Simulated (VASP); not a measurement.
Input of a VASP 6.6.1 run:

The input INCAR:

```
ALGO = Normal
EDIFF = 1E-6
ENCUT = 520
GGA = PE
ISIF = 2
ISMEAR = 0
LASPH = True
LCHARG = False
LREAL = False
LWAVE = False
NBANDS = 16
NELM = 80
PREC = Accurate
SIGMA = 0.05
```

Contents of KPOINTS:

```
k-points
0
Gamma
  12 12 4
```

The input POSCAR:

```
BN
1.0
    2.5039917043      0.0000000000      0.0000000000
   -1.2519958522      2.1685204268      0.0000000000
    0.0000000000      0.0000000000      6.6612000000
B N
2 2
Direct
    0.3333333333      0.6666666667      0.2500000000
    0.6666666667      0.3333333333      0.7500000000
    0.2756903439      0.6378451720      0.7500000000
    0.6090236773      0.3045118386      0.2500000000
```

Potentials or basis: VASP PAW PBE potentials, release 64 (B, N).

The run is started by

```console
$ cat potpaw_PBE.64/B/POTCAR potpaw_PBE.64/N/POTCAR > POTCAR
$ mpirun -np 1 vasp_std > vasp.out
```

(1) Predict the band gap on the k mesh.

(2) What does it give for the pressure?

(3) Predict the largest force.

Results:

(1) 3.82 eV, indirect (least direct gap 4.34 eV).

(2) 9.3 GPa.

(3) 6.301 eV/Å.

Caveat: the cell differs from its parent crystal (all N atoms moved +0.125 Å, as atom 3 towards its neighbour atom 2 (B) at 1.446 Å); this functional lacks dispersion, which binds the layers, so the pressure and a relaxed spacing across them are unreliable; forces of over 1 eV/Å act on the atoms, so gaps and moduli don't describe the material at rest.
